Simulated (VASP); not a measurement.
Set up this calculation in VASP 6.6.1, as the native input.

| Property | Result |
| --- | --- |
| Task | relaxation of cell and atoms |
| Functional | PBE |
| Potentials or basis | VASP PAW PBE potentials, release 64 (Co, Si) |
| Cutoff | 600 eV |
| k mesh | 16 × 16 × 16 |
| Occupations | fermi-dirac, width 0.08 eV |
| Spin | no spin polarisation |
| Target pressure | 68 GPa |
| Dipole correction | no |
| Further INCAR settings | ALGO = Normal; EDIFF = 1e-06; IBRION = 2; EDIFFG = -0.005; NSW = 32; ISIF = 3 |

The structure of CoSi (rocksalt type) lies in POSCAR:

```
CoSi
1.0
    0.0000000000      2.1471279612      2.1471279612
    2.1471279612      0.0000000000      2.1471279612
    2.1471279612      2.1471279612      0.0000000000
Co Si
1 1
Direct
    0.0000000000      0.0000000000      0.0000000000
    0.5000000000      0.5000000000      0.5000000000
```

One way to write it, as run:

INCAR

```
SYSTEM = CoSi
  PREC = Accurate
  ENCUT = 600
  EDIFF = 1E-6
  ISMEAR = -1
  SIGMA = 0.08
  LREAL = .False.
  LASPH = .True.
  NELM = 80
  ALGO = Normal
  ISIF = 3
  LWAVE = .False.
  LCHARG = .False.
  GGA = PE
  IBRION = 2
  NSW = 32
  EDIFFG = -0.005
  PSTRESS = 680.0
```

KPOINTS

```
regular mesh
0
Gamma
  16 16 16
  0 0 0
```

Potentials or basis: VASP PAW PBE potentials, release 64 (Co, Si).

The run is started by

```sh
$ cat potpaw_PBE.64/Co/POTCAR potpaw_PBE.64/Si/POTCAR > POTCAR
$ mpirun -np 1 vasp_std > vasp.out
```

It gave:

```json
{"Relaxed volume": "9.91 Å³/atom", "Relaxed cell": "a = 3.037 Å, b = 3.037 Å, c = 3.037 Å, α = 60.00°, β = 60.00°, γ = 60.00°", "Space group after relaxing (to 0.1 Å)": "Fm-3m (No. 225)", "Energy change on relaxing (the run minimises the enthalpy)": "-3.7 meV/atom", "Ionic steps": "3", "Pressure after relaxing": "68.0 GPa", "Band gap on the k mesh": "zero (an odd number of electrons rules out a gap without spin polarisation)"}
```

Caveat: the cell is relaxed towards a set pressure, so the run minimises the enthalpy, not the energy; the run has no spin polarisation, though such a crystal can be magnetic.

It took 62 s on 1 thread of Intel(R) Xeon(R) Platinum 8175M CPU @ 2.50GHz (Skylake/Cascade Lake), on a shared host, peak memory 0.17 GiB.
